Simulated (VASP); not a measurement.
# Al2Cu (P-6m2) in VASP: notebook

Runs on Al2Cu. Level: PBE. Tasks: single point, relaxation of cell and atoms.

Everything below comes from runs of VASP 6.6.1. Logs are shortened: lines on timing, memory, paths and dates and some standing lists are left out, and cuts for length are marked.

### 1 The cell of the first run

Symmetry: P-6m2, No. 187, hexagonal system. Conventional cell: a = 2.764 Å, b = 2.764 Å, c = 13.308 Å, α = 90.00°, β = 90.00°, γ = 120.00°. Al (site symmetry -6m2) has 12 Al at 2.73 to 2.76 Å within 3.6 Å. Within 3.6 Å of Al (site symmetry -6m2) lie 6 Cu at 2.73 Å and 6 Al at 2.76 Å. Within 3.6 Å of Al (site symmetry 3m) lie 3 Cu at 2.73 Å and 9 Al at 2.73 to 2.76 Å. Within 3.6 Å of Cu (site symmetry 3m) lie 6 Al at 2.73 Å and 6 Cu at 2.76 Å.

### 2 Single point, PBE

INCAR

```
ALGO     = Fast           # electronic algorithm
EDIFF    = 1E-6           # SCF threshold, eV
ENCUT    = 520            # plane-wave cutoff, eV
GGA      = PE             # functional
ISIF     = 2              # what is computed and relaxed
ISMEAR   = 0              # smearing method
LASPH    = True           # aspherical terms in the spheres
LCHARG   = False          # write CHGCAR
LREAL    = False          # projectors in reciprocal space
LWAVE    = False          # write WAVECAR
NBANDS   = 26             # bands
NELM     = 80             # most SCF steps
PREC     = Accurate       # precision mode
SIGMA    = 0.1            # smearing width, eV
```

KPOINTS

```
k-points
0
Gamma
  6 6 2
```

POSCAR

```
Al2Cu
1.0
    2.7637371900      0.0000000000      0.0000000000
   -1.3818685900      2.3934666100      0.0000000000
    0.0000000000      0.0000000000     13.3083005200
Al Cu
4 2
Direct
    0.3333333300      0.6666666700      0.5000000000
    0.6666666700      0.3333333300      0.0000000000
    0.6666666700      0.3333333300      0.3333333300
    0.6666666700      0.3333333300      0.6666666700
    0.3333333300      0.6666666700      0.8333333300
    0.3333333300      0.6666666700      0.1666666700
```

Potentials or basis: VASP PAW PBE potentials, release 64 (Al, Cu).

Run with:

```bash
$ cat potpaw_PBE.64/Al/POTCAR potpaw_PBE.64/Cu/POTCAR > POTCAR
$ mpirun -np 1 vasp_std > vasp.out
```

OUTCAR:

```text
EDIFF = 1E-6
   ENCUT = 520
   GGA = PE
   ISIF = 2
   ISMEAR = 0
   LASPH = True
   LREAL = False
   NELM = 80
   PREC = Accurate

 ion  position               nearest neighbor table
   1  0.333  0.667  0.500-   3 2.73   4 2.73   3 2.73   4 2.73   3 2.73   4 2.73
   2  0.667  0.333  0.000-   5 2.73   6 2.73   5 2.73   6 2.73   5 2.73   6 2.73
   3  0.667  0.333  0.333-   6 2.73   6 2.73   6 2.73   1 2.73   1 2.73   1 2.73
   4  0.667  0.333  0.667-   5 2.73   5 2.73   5 2.73   1 2.73   1 2.73   1 2.73
   5  0.333  0.667  0.833-   4 2.73   4 2.73   4 2.73   2 2.73   2 2.73   2 2.73
   6  0.333  0.667  0.167-   3 2.73   3 2.73   3 2.73   2 2.73   2 2.73   2 2.73

  LATTYP: Found a hexagonal cell.
 ALAT       =     2.7637371900
 C/A-ratio  =     4.8153277990

  Lattice vectors:

 A1 = (   2.7637371900,   0.0000000000,   0.0000000000)
 A2 = (  -1.3818685900,   2.3934666100,   0.0000000000)
 A3 = (   0.0000000000,   0.0000000000,  13.3083005200)

Analysis of symmetry for initial positions (statically):
=====================================================================
 Subroutine PRICEL returns:
 Original cell was already a primitive cell.

 Routine SETGRP: Setting up the symmetry group for a
 hexagonal supercell.

 Subroutine GETGRP returns: Found 12 space group operations
 (whereof 12 operations were pure point group operations)
 out of a pool of 24 trial point group operations.

The static configuration has the point symmetry D_3h.

Analysis of symmetry for dynamics (positions and initial velocities):
=====================================================================
 Subroutine PRICEL returns:
 Original cell was already a primitive cell.

 Routine SETGRP: Setting up the symmetry group for a
 hexagonal supercell.

 Subroutine GETGRP returns: Found 12 space group operations
 (whereof 12 operations were pure point group operations)
 out of a pool of 24 trial point group operations.

The dynamic configuration has the point symmetry D_3h.

 Subroutine INISYM returns: Found 12 space group operations
 (whereof 12 operations are pure point group operations),
 and found     1 'primitive' translations

----------------------------------------------------------------------------------------

                                     Primitive cell

  volume of cell :      88.0332

  direct lattice vectors                    reciprocal lattice vectors
     2.763737190  0.000000000  0.000000000     0.361828905  0.208902015  0.000000000
    -1.381868590  2.393466610  0.000000000     0.000000000  0.417804032  0.000000000
     0.000000000  0.000000000 13.308300520     0.000000000  0.000000000  0.075141074

  length of vectors
     2.763737190  2.763737182 13.308300520     0.417804031  0.417804032  0.075141074

  position of ions in fractional coordinates (direct lattice)
     0.333333330  0.666666670  0.500000000
     0.666666670  0.333333330  0.000000000
     0.666666670  0.333333330  0.333333330
     0.666666670  0.333333330  0.666666670
     0.333333330  0.666666670  0.833333330
     0.333333330  0.666666670  0.166666670

  ion indices of the primitive-cell ions
   primitive index   ion index
                 1           1
                 2           2
                 3           3
                 4           4
                 5           5
                 6           6

----------------------------------------------------------------------------------------

 KPOINTS: k-points

Automatic generation of k-mesh.
 Grid dimensions read from file:
 generate k-points for:    6    6    2

 Generating k-lattice:

  Cartesian coordinates                     Fractional coordinates (reciprocal lattice)
     0.060304817  0.034817003  0.000000000     0.166666667  0.000000000  0.000000000
     0.000000000  0.069634005  0.000000000     0.000000000  0.166666667  0.000000000
     0.000000000  0.000000000  0.037570537     0.000000000  0.000000000  0.500000000

  Length of vectors
     0.069634005  0.069634005  0.037570537

  Shift w.r.t. Gamma in fractional coordinates (k-lattice)
     0.000000000  0.000000000  0.000000000

 Subroutine IBZKPT returns following result:
 ===========================================

 Found     14 irreducible k-points:

 Following reciprocal coordinates:
            Coordinates               Weight
  0.000000  0.000000  0.000000      1.000000
  0.166667  0.000000  0.000000      6.000000
  0.333333 -0.000000  0.000000      6.000000
  0.500000 -0.000000  0.000000      3.000000
  0.166667  0.166667  0.000000      6.000000
  0.333333  0.166667  0.000000     12.000000
  0.333333  0.333333  0.000000      2.000000
  0.000000  0.000000  0.500000      1.000000
  0.166667  0.000000  0.500000      6.000000
  0.333333 -0.000000  0.500000      6.000000
  0.500000 -0.000000  0.500000      3.000000
  0.166667  0.166667  0.500000      6.000000
  0.333333  0.166667  0.500000     12.000000
  0.333333  0.333333  0.500000      2.000000
   k-points           NKPTS =     14   k-points in BZ     NKDIM =     14   number of bands    NBANDS=     26
   number of dos      NEDOS =    301   number of ions     NIONS =      6
   total plane-waves  NPLWV =  57600
   dimension x,y,z NGX =    24 NGY =   24 NGZ =  100
   dimension x,y,z NGXF=    48 NGYF=   48 NGZF=  200
   ions per type =               4   2
   NGX,Y,Z   is equivalent  to a cutoff of  14.44, 14.44, 12.49 a.u.
   NGXF,Y,Z  is equivalent  to a cutoff of  28.87, 28.87, 24.98 a.u.
 SYSTEM =  unknown system
   PREC   = accura    normal or accurate (medium, high low for compatibility)
   ISTART =      0    job   : 0-new  1-cont  2-samecut
   ICHARG =      2    charge: 1-file 2-atom 10-const
   ISPIN  =      1    spin polarized calculation?
   LNONCOLLINEAR =      F non collinear calculations
   LSORBIT =      F    spin-orbit coupling
   LASPH  =      T    aspherical Exc in radial PAW
   ENCUT  =  520.0 eV  38.22 Ry    6.18 a.u.   5.14  5.14 24.74*2*pi/ulx,y,z
   NELM   =     80;   NELMIN=  2; NELMDL= -5     # of ELM steps
   EDIFF  = 0.1E-05   stopping-criterion for ELM
   LREAL  =      F    real-space projection
   EDIFFG = 0.1E-04   stopping-criterion for IOM
   NSW    =      0    number of steps for IOM
   IBRION =     -1    ionic relax: 0-MD 1-quasi-New 2-CG
   NFREE  =      0    steps in history (QN), initial steepest desc. (CG)
   ISIF   =      2    stress and relaxation
   ISYM   =      2    0-nonsym 1-usesym 2-fastsym
   POTIM  = 0.5000    time-step for ionic-motion
   TEBEG  =    0.0;   TEEND  =   0.0 temperature during run
   PSTRESS=    0.0 pullay stress
   NELECT =      34.0000    total number of electrons
   NUPDOWN=      -1.0000    fix difference up-down
   EMIN   =  10.00;   EMAX   =-10.00  energy-range for DOS
   EFERMI =   0.00;   METHOD = LEGACY
   ISMEAR =     0;   SIGMA  =   0.10  broadening in eV -4-tet -1-fermi 0-gaus
   EFERMI_NEDOS =   21; number of points for ismear=-14 and -15
   IALGO  =     68    algorithm
   IMIX   =      4    mixing-type and parameters
     AMIX     =   0.40;   BMIX     =  1.00
     AMIX_MAG =   1.60;   BMIX_MAG =  1.00
  volume/ion in A,a.u.               =      14.67        99.01
  Fermi-wavevector in a.u.,A,eV,Ry     =   1.192209  2.252947 19.338793  1.421361
  Thomas-Fermi vector in A             =   2.328252
   LORBIT       =      0    0 simple, 1 ext, 2 COOP (PROOUT), +10 PAW based schemes
   GGA     = PE    functional components
   LHFCALC =     F    Hartree Fock is set to
   AEXX    =    0.0000 exact exchange contribution
   IVDW    =     0    specifies the selected vdW correction
   LEPSILON=     F    determine dielectric tensor
   LRPA    =     F    only Hartree local field effects (RPA)
 non-spin polarized calculation
 RMM-DIIS sequential band-by-band and
 Gauss-broadening in eV      SIGMA  =   0.10
  energy-cutoff  :      520.00
  volume of cell :       88.03
 maximum number of plane-waves:      2389
 NGX is ok and might be reduce to    24
   NGX = 11   NGY = 11   NGZ = 49

 number of electron      33.9999986 magnetization

 Free energy of the ion-electron system (eV)
  ---------------------------------------------------
  ext. energy  EPLUGINS =         0.00000000
  ---------------------------------------------------
  free energy    TOTEN  =       -22.45070753 eV

  energy without entropy =      -22.43129555  energy(sigma->0) =      -22.44100154

 E-fermi :   8.0291     XC(G=0): -10.9407

 val. band max:        8.0261823287   @ k =   0.3333   0.3333   0.0000
 cond. band min:       8.0456234742   @ k =   0.3333  -0.0000   0.5000
 fundamental gap:      0.0194411455
 Fermi energy:         8.0291083410

 k-point     1 :       0.0000    0.0000    0.0000
  band No.  band energies     occupation
      1      -3.2833      2.00000
      2      -2.0615      2.00000
      3      -1.8531      2.00000
      4       0.4733      2.00000
      5       1.0665      2.00000
      6       3.5072      2.00000
[... 18 lines left out ...]
     25      20.1207      0.00000
     26      20.9943      0.00000

 k-point     2 :       0.1667    0.0000    0.0000
  band No.  band energies     occupation
      1      -2.5703      2.00000
      2      -1.3559      2.00000
      3      -1.1470      2.00000
      4       1.1305      2.00000
      5       1.7853      2.00000
      6       3.8995      2.00000
[... 18 lines left out ...]
     25      17.7853      0.00000
     26      18.4922      0.00000

 k-point     3 :       0.3333   -0.0000    0.0000
  band No.  band energies     occupation
      1      -0.4625      2.00000
      2       0.6761      2.00000
      3       0.9078      2.00000
      4       2.8645      2.00000
      5       3.5095      2.00000
      6       4.2197      2.00000
[... 282 lines left out ...]
 k-point    13 :       0.3333    0.1667    0.5000
  band No.  band energies     occupation
      1       1.6009      2.00000
      2       2.3624      2.00000
      3       2.9352      2.00000
      4       3.8837      2.00000
      5       4.0753      2.00000
      6       4.2444      2.00000
[... 18 lines left out ...]
     25      12.3960      0.00000
     26      13.4444      0.00000

 k-point    14 :       0.3333    0.3333    0.5000
  band No.  band energies     occupation
      1       4.1533      2.00000
      2       4.1597      2.00000
      3       4.1725      2.00000
      4       4.2623      2.00000
      5       4.3290      2.00000
      6       4.3733      2.00000
[... 18 lines left out ...]
     25      11.6026      0.00000
     26      12.0346      0.00000

------------------------ aborting loop because EDIFF is reached ----------------------------------------

  FORCE on cell =-STRESS in cart. coord.  units (eV):
  Direction    XX          YY          ZZ          XY          YZ          ZX
  --------------------------------------------------------------------------------------
  -------------------------------------------------------------------------------------
  Total        1.3259810      1.3259810     -2.2710939      0.0000000      0.0000000     -0.0000000
  in kB       24.1324369     24.1324367    -41.3331930      0.0000001      0.0000000     -0.0000000
  external PRESSURE =       2.3105602 kB  Pullay stress =       0.0000000 kB

 VOLUME and BASIS-vectors are now :
 -----------------------------------------------------------------------------
  energy-cutoff  :      520.00
  volume of cell :       88.03
      direct lattice vectors                 reciprocal lattice vectors
     2.763737190  0.000000000  0.000000000     0.361828905  0.208902015  0.000000000
    -1.381868590  2.393466610  0.000000000     0.000000000  0.417804032  0.000000000
     0.000000000  0.000000000 13.308300520     0.000000000  0.000000000  0.075141074

 POSITION                                       TOTAL-FORCE (eV/Angst)
 -----------------------------------------------------------------------------------
     -0.00000      1.59564      6.65415         0.000000     -0.000000     -0.000000
      1.38187      0.79782      0.00000         0.000000     -0.000000     -0.000000
      1.38187      0.79782      4.43610         0.000000     -0.000000     -0.888289
      1.38187      0.79782      8.87220         0.000000     -0.000000      0.888289
     -0.00000      1.59564     11.09025        -0.000000      0.000000      0.075133
     -0.00000      1.59564      2.21805        -0.000000      0.000000     -0.075133
 -----------------------------------------------------------------------------------
    total drift:                                0.000005     -0.000003     -0.000000

  FREE ENERGIE OF THE ION-ELECTRON SYSTEM (eV)
  ---------------------------------------------------
  free  energy   TOTEN  =       -22.4507075289 eV

  energy  without entropy=      -22.4312955464  energy(sigma->0) =      -22.44100154
```

Run time: 23 s. Hardware: 1 thread of Intel Xeon 6975P-C (Granite Rapids), shared host; peak memory 0.23 GiB.

Results:

- Free energy: -22.4507 eV
- Pressure: 0.2 GPa
- Largest force: 0.888 eV/Å
- Band gap on the k mesh: zero (band 17 reaches 9.71 eV, above the bottom of band 18 at 7.51 eV)

Forces in eV/Å, atoms in the order of the input:
```
Al   0.000  0.000  0.000
Al   0.000  0.000  0.000
Al   0.000  0.000 -0.888
Al   0.000  0.000  0.888
Cu   0.000  0.000  0.075
Cu   0.000  0.000 -0.075
```

Stress tensor (GPa, compression positive):
```
 2.41  0.00  0.00
 0.00  2.41  0.00
 0.00  0.00 -4.13
```

Levels at points of the mesh, in eV from the Fermi level:
```tsv
k point	band 15	band 16	band 17	band 18	band 19	band 20
(0.00, 0.00, 0.00)	-2.71	-2.71	-1.61	2.77	3.06	9.17
(0.50, 0.00, 0.00)	-2.20	-2.09	-0.56	-0.51	0.04	1.10
(0.00, 0.00, 0.50)	-2.71	-2.71	-0.44	0.59	5.56	6.76
(0.50, 0.00, 0.50)	-1.88	-1.78	-1.59	-0.52	1.28	1.60
```

Caveat: the k points lie up to 0.44 Å⁻¹ apart.

### 3 Single point, PBE

This run uses another cell than the first one, of 14.81 Å³/atom, 1.010 times its volume.

INCAR

```
SYSTEM = Al2Cu
PREC = Accurate
ENCUT = 520
EDIFF = 1E-6
ISMEAR = 0
SIGMA = 0.1
LREAL = .False.
LASPH = .True.
NELM = 80
ALGO = Normal
ISIF = 2
LWAVE = .False.
LCHARG = .False.
GGA = PE
NBANDS = 26
```

KPOINTS

```
Automatic mesh
0
Gamma
  6 6 2
  0 0 0
```

POSCAR

```
Al2Cu
1.0
    2.8652368261     -0.0000000030      0.0000000000
   -1.4326184105      2.4813678808      0.0000000000
    0.0000000000      0.0000000000     12.4998911572
Al Cu
4 2
Direct
    0.3333333333      0.6666666667      0.5000000000
    0.6666666667      0.3333333333      0.0000000000
    0.6666666667      0.3333333333      0.3185233608
    0.6666666667      0.3333333333      0.6814766392
    0.3333333333      0.6666666667      0.8421033043
    0.3333333333      0.6666666667      0.1578966957
```

Potentials or basis: VASP PAW PBE potentials, release 64 (Al, Cu).

Run with:

```bash
$ cat potpaw_PBE.64/Al/POTCAR potpaw_PBE.64/Cu/POTCAR > POTCAR
$ mpirun -np 1 vasp_std > vasp.out
```

Wall time 17 s (1 thread of Intel Xeon 6975P-C (Granite Rapids), shared host); peak memory 0.22 GiB.

The run converged. Its results:

| Quantity | Value |
| --- | --- |
| Free energy | -22.7973 eV |
| Pressure | 0.8 GPa |
| Largest force | 0.037 eV/Å |
| Band gap on the k mesh | zero (band 17 reaches 10.33 eV, above the bottom of band 18 at 7.14 eV) |

Forces in eV/Å, atoms in the order of the input:
```
Al   0.000  0.000  0.000
Al   0.000  0.000  0.000
Al   0.000  0.000  0.037
Al   0.000  0.000 -0.037
Cu   0.000  0.000  0.007
Cu   0.000  0.000 -0.007
```

Stress tensor (GPa, compression positive):
```
0.80 0.00 0.00
0.00 0.80 0.00
0.00 0.00 0.71
```

Levels at points of the mesh, in eV from the Fermi level:
```tsv
k point	band 13	band 14	band 15	band 16	band 17	band 18	band 19	band 20	band 21	band 22
(0.00, 0.00, 0.00)	-3.24	-3.21	-3.21	-2.83	-0.85	4.47	4.66	10.66	10.66	10.88
(0.50, 0.00, 0.00)	-2.68	-2.68	-2.66	-2.20	-0.92	-0.71	0.28	0.58	2.61	3.94
(0.00, 0.00, 0.50)	-3.24	-3.24	-3.21	-3.21	0.45	2.12	7.49	8.66	10.70	10.70
(0.50, 0.00, 0.50)	-2.68	-2.68	-2.37	-1.92	-1.53	-0.92	1.17	1.54	1.82	1.91
```

Caveat: the k points lie up to 0.42 Å⁻¹ apart.

(Part 1 of 2 ends here.)
